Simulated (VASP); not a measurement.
Runs of VASP 6.6.1 on InP (zincblende type). The structure is that of space group F-43m (No. 216), or close to it. The cells are those of the table. 

```csv
task,cell,cutoff (eV),k mesh for the DOS,occupations for the DOS,gap on the mesh (eV),pressure (GPa)
single point,"a = 4.120 Å, angles 60.0°, 2 atoms",520,-,-,0.61,0.0
single point,"a = 3.825 Å, angles 60.0°, 2 atoms",500,-,-,1.13,(b)
single point,"a = 3.376 Å, angles 60.0°, 2 atoms",500,-,-,-,(a)
single point,"a = 3.693 Å, angles 60.0°, 2 atoms",500,-,-,0.86,48.8
single point,"a = 3.949 Å, angles 60.0°, 2 atoms",500,-,-,1.28,12.2
```

Alike in all rows: level LDA; potentials or basis VASP PAW LDA potentials, release 64 (In_d, P); no spin polarisation; k mesh 11 × 11 × 11; smearing fermi-dirac 0.05 eV.

Task: Fill in the values left out.

Result: (a) 157.7; (b) 26.3.

Caveats: spin-orbit coupling is left out, which moves the levels of the heavy elements.

A k mesh can miss the band edges, and the runs leave out spin-orbit coupling on In.
